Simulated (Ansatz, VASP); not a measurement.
## GdO: VASP beside Ansatz

```
Gd O
1.0
     3.11330    0.00000    0.00000
    -1.55665    2.69620    0.00000
     0.00000    0.00000    3.03843
Gd O
1 1
Direct
  0.00000 0.00000 0.00000
  0.66667 0.33333 0.50000
```

Alike in both runs: functional LDA; k mesh 6 × 6 × 5; occupations fermi-dirac, width 0.05 eV; collinear spin.

```csv
,VASP,Ansatz
version,VASP 6.6.1,Ansatz 0.2.0
potentials or method,"VASP PAW PBE potentials, release 64 (Gd, O)",Ansatz PAW
plane-wave cutoff (eV),520,420
valence electrons in the cell,24,24
task,single point,projected density of states
```

```tsv
	VASP	Ansatz	Ansatz less VASP
gap on the k mesh at the Fermi level (eV)	none	none	-
pressure (GPa)	17.6	16.9	-0.74
traceless stress, the component that is largest in VASP (GPa)	-2.95	-3.14	-0.182
net moment per atom (μB)	3.40	3.45	+0.053
size of the moment on the site where the two differ most (μB)	6.63	6.68	+0.055
```

VASP's potentials were made for PBE, not for LDA. LDA's correlation is that of Perdew and Zunger in VASP and of Perdew and Wang (1992) in Ansatz. Site moments also hang on the region over which each program counts them. A gap of «none» marks a metal or a gap that the smearing closes.

The k mesh is coarse, so the values compare programs but aren't converged. Neither program's run includes spin-orbit coupling.
